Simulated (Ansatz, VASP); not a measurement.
# HfB: VASP beside Ansatz

INCAR

```
SYSTEM = HfB
PREC     = Accurate       ! precision mode
ENCUT    = 520            ! plane-wave cutoff, eV
EDIFF    = 1E-6           ! SCF threshold, eV
ISMEAR   = 0              ! smearing method
SIGMA    = 0.1            ! smearing width, eV
LREAL    = .False.        ! projectors in reciprocal space
LASPH    = .True.         ! aspherical terms in the spheres
NELM     = 60             ! most SCF steps
ALGO     = Normal         ! electronic algorithm
ISIF     = 2              ! what is computed and relaxed
LWAVE    = .False.        ! write WAVECAR
LCHARG   = .True.         ! write CHGCAR
GGA      = PS             ! functional
LELF     = .True.         ! ELF
LVHAR    = .True.       
NBANDS   = 14             ! bands
```

File KPOINTS:

```
regular mesh
0
Gamma
  16 16 16
  0 0 0
```

POSCAR

```
HfB
1.0
    0.0000000000      2.4408997653      2.4408997653
    2.4408997653      0.0000000000      2.4408997653
    2.4408997653      2.4408997653      0.0000000000
Hf B
1 1
Direct
    0.5000000000      0.5000000000      0.5000000000
    0.0000000000      0.0000000000      0.0000000000
```

Input for Ansatz:

```yaml
crystal:
  lattice:
    - [0.0, 2.4408997653, 2.4408997653]
    - [2.4408997653, 0.0, 2.4408997653]
    - [2.4408997653, 2.4408997653, 0.0]
  atoms:
    - { symbol: Hf, position: [0.5, 0.5, 0.5] }
    - { symbol: B, position: [0.0, 0.0, 0.0] }
basis:
  ecutwfc: 420
kpoints:
  mp_grid: { grid: [16, 16, 16] }
hamiltonian:
  xc: pbesol
scf:
  occupations: { method: gaussian, width: 0.1 }
output:
  forces: true
  stress: true
  eigenvalues: true
```

Alike in both runs: task single point; functional PBEsol; k mesh 16 × 16 × 16; occupations gaussian, width 0.1 eV; no spin polarisation.

```csv
,VASP,Ansatz
version,VASP 6.6.1,Ansatz 0.2.0
potentials or method,"VASP PAW PBE potentials, release 64 (Hf_pv, B), cutoff 520 eV","scalar-relativistic, plane waves, PAW"
valence electrons in the cell,13,29
```

```tsv
	VASP	Ansatz	Ansatz less VASP
gap on the k mesh at the Fermi level (eV)	none	none	-
pressure (GPa)	-9.3	-9.4	-0.05
```

VASP's potentials were made for PBE, not for PBEsol. A gap of «none» marks a metal or a gap that the smearing closes. The functional is the same, so the differences come from potentials, cutoffs and numerics. VASP's potentials hold 13 valence electrons a cell and Ansatz's 29, so a difference there can come from the potentials and not from the codes.

Spin-orbit coupling is off throughout.
